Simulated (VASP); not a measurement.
Here is a VASP 6.6.1 calculation.

The input INCAR:

```
SYSTEM = Co4F
PREC     = Accurate       ! precision mode
ENCUT    = 600            ! plane-wave cutoff, eV
EDIFF    = 1E-6           ! SCF threshold, eV
ISMEAR   = 0              ! smearing method
SIGMA    = 0.1            ! smearing width, eV
LREAL    = .False.        ! projectors in reciprocal space
LASPH    = .True.         ! aspherical terms in the spheres
NELM     = 150            ! most SCF steps
ALGO     = Normal         ! electronic algorithm
ISIF     = 3              ! what is computed and relaxed
LWAVE    = .False.        ! write WAVECAR
LCHARG   = .False.        ! write CHGCAR
ISPIN    = 2              ! spin polarisation
MAGMOM   = 3 3 3 3 0      ! initial moments
LORBIT   = 11             ! projections on sites
LMAXMIX  = 4              ! l up to which the mixer works
GGA      = PE             ! functional
IBRION   = 2              ! ionic algorithm
NSW      = 90             ! ionic steps
EDIFFG   = -0.04          ! ionic threshold
```

KPOINTS

```
Automatic mesh
0
Gamma
  4 4 4
  0 0 0
```

File POSCAR:

```
Co4F
1.0
    3.8877679800      0.0000000000      0.0000000000
    0.0000000000      3.8877679800      0.0000000000
    0.0000000000      0.0000000000      3.8877679800
Co F
4 1
Direct
    0.5000000000      0.0000000000      0.0000000000
    0.0000000000      0.5000000000      0.0000000000
    0.0000000000      0.0000000000      0.5000000000
    0.5000000000      0.5000000000      0.5000000000
    0.0000000000      0.0000000000      0.0000000000
```

Potentials or basis: VASP PAW PBE potentials, release 64 (Co, F).

Command:

```console
$ cat potpaw_PBE.64/Co/POTCAR potpaw_PBE.64/F/POTCAR > POTCAR
$ mpirun -np 1 vasp_std > vasp.out
```

Task: Predict the relaxed volume.

Result: 12.23 Å³/atom.

Task: Estimate the net moment.

Result: 7.91 μB per cell.

Final structure:
```xyz
5
Lattice="3.9401 0.0000 0.0000 0.0000 3.9401 0.0000 0.0000 0.0000 3.9401" Properties=species:S:1:pos:R:3 pbc="T T T"
Co    1.9700    0.0000    0.0000
Co    0.0000    1.9700    0.0000
Co    0.0000    0.0000    1.9700
Co    1.9700    1.9700    1.9700
F     0.0000    0.0000    0.0000
```

Caveat: the k points lie up to 0.40 Å⁻¹ apart in the final cell.
